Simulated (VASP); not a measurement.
Here is a VASP 6.6.1 calculation.

The input INCAR:

```
  ALGO = Normal
  EDIFF = 1E-6
  EDIFFG = -0.01
  ENCUT = 520
  GGA = PE
  IBRION = 2
  ISIF = 2
  ISMEAR = 0
  LASPH = True
  LCHARG = False
  LREAL = False
  LWAVE = False
  NELM = 100
  NSW = 50
  PREC = Accurate
  SIGMA = 0.02
```

File KPOINTS:

```
k-points
0
Gamma
  6 6 6
```

POSCAR

```
Si3N4
1.0
    0.0000000000      4.0203373680      4.0203373680
    4.0203373680      0.0000000000      4.0203373680
    4.0203373680      4.0203373680      0.0000000000
Si N
6 8
Direct
    0.1250000000      0.1250000000      0.6250000000
    0.1250000000      0.6250000000      0.1250000000
    0.6250000000      0.1250000000      0.1250000000
    0.1250000000      0.1250000000      0.1250000000
    0.7500000000      0.7500000000      0.7500000000
    0.5000000000      0.5000000000      0.5000000000
    0.3671698263      0.3671698263      0.3671698263
    0.3515094788      0.8828301737      0.8828301737
    0.8828301737      0.8828301737      0.3515094788
    0.8828301737      0.3515094788      0.8828301737
    0.3671698263      0.3671698263      0.8984905212
    0.3671698263      0.8984905212      0.3671698263
    0.8828301737      0.8828301737      0.8828301737
    0.8984905212      0.3671698263      0.3671698263
```

Potentials or basis: VASP PAW PBE potentials, release 64 (Si, N).

Launch:

```bash
$ cat potpaw_PBE.64/Si/POTCAR potpaw_PBE.64/N/POTCAR > POTCAR
$ mpirun -np 1 vasp_std > vasp.out
```

Problem. Predict the band gap on the k mesh.

Solution. 2.97 eV (least direct gap 3.04 eV).

Problem. What does it give for the energy gained by relaxing?

Solution. 0.1 meV/atom.

Step by step:
| step | energy change (eV) | largest force (eV/Å) | pressure (GPa) |
| --- | --- | --- | --- |
| 1 | 0.0000 | 0.1284 | -23.04 |
| 2 | -0.0011 | 0.0831 | -22.81 |
| 3 | -0.0019 | 0.0019 | -22.90 |

A k mesh can miss the band edges.
